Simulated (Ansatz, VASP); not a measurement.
**Be4OsPt2 in VASP and in Ansatz**

Contents of INCAR:

```
SYSTEM = Be4OsPt2
PREC = Accurate ; ENCUT = 520
EDIFF = 1E-6 ; ISMEAR = 0
SIGMA = 0.1 ; LREAL = .False.
LASPH = .True. ; NELM = 100
ALGO = Fast ; ISIF = 2
LWAVE = .False. ; LCHARG = .False.
GGA = PE ; NBANDS = 27
```

The input KPOINTS:

```
Automatic mesh
0
Gamma
  6 6 2
  0 0 0
```

Contents of POSCAR:

```
Be4OsPt2
1.0
    3.4553535100      0.0000000000      0.0000000000
   -1.7276767600      2.9924239200      0.0000000000
    0.0000000000      0.0000000000      8.5958847100
Be Os Pt
4 1 2
Direct
    0.3333333300      0.6666666700      0.0000000000
    0.6666666700      0.3333333300      0.0000000000
    0.0000000000      0.0000000000      0.6682300700
    0.0000000000      0.0000000000      0.3317699300
    0.0000000000      0.0000000000      0.5000000000
    0.0000000000      0.0000000000      0.8970843700
    0.0000000000      0.0000000000      0.1029156300
```

Input for Ansatz:

```yaml
crystal:
  lattice:
    - [3.45535351, 0.0, 0.0]
    - [-1.72767676, 2.99242392, 0.0]
    - [0.0, 0.0, 8.59588471]
  atoms:
    - { symbol: Be, position: [0.33333333, 0.66666667, 0.0] }
    - { symbol: Be, position: [0.66666667, 0.33333333, 0.0] }
    - { symbol: Be, position: [0.0, 0.0, 0.66823007] }
    - { symbol: Be, position: [0.0, 0.0, 0.33176993] }
    - { symbol: Os, position: [0.0, 0.0, 0.5] }
    - { symbol: Pt, position: [0.0, 0.0, 0.89708437] }
    - { symbol: Pt, position: [0.0, 0.0, 0.10291563] }
basis:
  ecutwfc: 420
kpoints:
  mp_grid: { grid: [6, 6, 2] }
hamiltonian:
  xc: pbe
scf:
  occupations: { method: gaussian, width: 0.1 }
  lower_state_search: "off"
output:
  forces: true
  stress: true
  eigenvalues: true
```

Alike in both runs: task single point; functional PBE; k mesh 6 × 6 × 2; occupations gaussian, width 0.1 eV; no spin polarisation.

```csv
,VASP,Ansatz
version,VASP 6.6.1,Ansatz 0.2.0
potentials or method,"VASP PAW PBE potentials, release 64 (Be, Os, Pt), cutoff 520 eV","scalar-relativistic, plane waves, PAW"
valence electrons in the cell,36,60
```

Ansatz gave:

* gap on the k mesh at the Fermi level (eV): none
* rms of the force components (eV/Å): 21.450

Question: What did VASP give for the same quantities?

Answer: gap on the k mesh at the Fermi level (eV): none; rms of the force components (eV/Å): 16.566.

Atom by atom the forces differ by 5.019 eV/Å (rms over components). A gap of «none» marks a metal or a gap that the smearing closes. With one functional, cell and mesh, what is left measures potentials, basis and numerics. VASP's potentials hold 36 valence electrons a cell and Ansatz's 60, so a difference there can come from the potentials and not from the codes.

The k mesh is coarse, so the values compare programs but aren't converged. Spin-orbit coupling is off throughout.
